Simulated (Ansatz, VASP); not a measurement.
**BN: VASP beside Ansatz**

The input INCAR:

```
PREC = Accurate ; ENCUT = 520
EDIFF = 1E-8 ; ISMEAR = -1
SIGMA = 0.03 ; LREAL = F
LASPH = T ; NELM = 100
ALGO = Normal ; ISIF = 2
LWAVE = F ; LCHARG = F
GGA = PS ; LEFG = T
NBANDS = 11
```

KPOINTS

```
regular mesh
0
Gamma
  13 13 13
```

The input POSCAR:

```
BN
1.0
    0.0000000000      1.8255750000      1.8075000000
    1.8255750000      0.0000000000      1.8075000000
    1.8255750000      1.8255750000      0.0000000000
B N
1 1
Direct
    0.0000000000      0.0000000000      0.0000000000
    0.7500000000      0.7500000000      0.7500000000
```

Input for Ansatz:

```yaml
crystal:
  lattice:
    - [0.0, 1.825575, 1.8075]
    - [1.825575, 0.0, 1.8075]
    - [1.825575, 1.825575, 0.0]
  atoms:
    - { symbol: B, position: [0.0, 0.0, 0.0] }
    - { symbol: "N", position: [0.75, 0.75, 0.75] }
kpoints:
  mp_grid: { grid: [13, 13, 13] }
scf:
  occupations: { method: fermi_dirac, width: 0.03 }
hamiltonian:
  xc: pbesol
  pseudopotentials: { kind: paw }
output:
  forces: true
  stress: true
  eigenvalues: true
  efg: { contact_densities: true }
  write_density: true
  write_potential: true
  elf: true
  volumetric_format: npy
```

Change from the starting cell: equal xx and yy strain of +1 %, PAW files.

Alike in both runs: task electric field gradients; functional PBEsol; k mesh 13 × 13 × 13; occupations fermi-dirac, width 0.03 eV; no spin polarisation.

|  | VASP | Ansatz |
| --- | --- | --- |
| version | VASP 6.6.1 | Ansatz 0.2.0 |
| potentials or method | VASP PAW PBE potentials, release 64 (B, N) | PAW with Ansatz's default frozen-core files, scalar-relativistic |
| plane-wave cutoff (eV) | 520 | 420 |
| valence electrons in the cell | 8 | 8 |

|  | VASP | Ansatz | Ansatz less VASP |
| --- | --- | --- | --- |
| gap on the k mesh at the Fermi level (eV) | 4.16 | 4.17 | +0.012 |
| pressure (GPa) | -9.6 | -10.1 | -0.51 |
| traceless stress, the component that is largest in VASP (GPa) | 3.89 | 3.89 | +0.001 |
| size of Vzz on the site where it differs most (V/Å²) | 0.4 | 0.3 | -0.09 |

VASP's potentials were made for PBE, not for PBEsol.
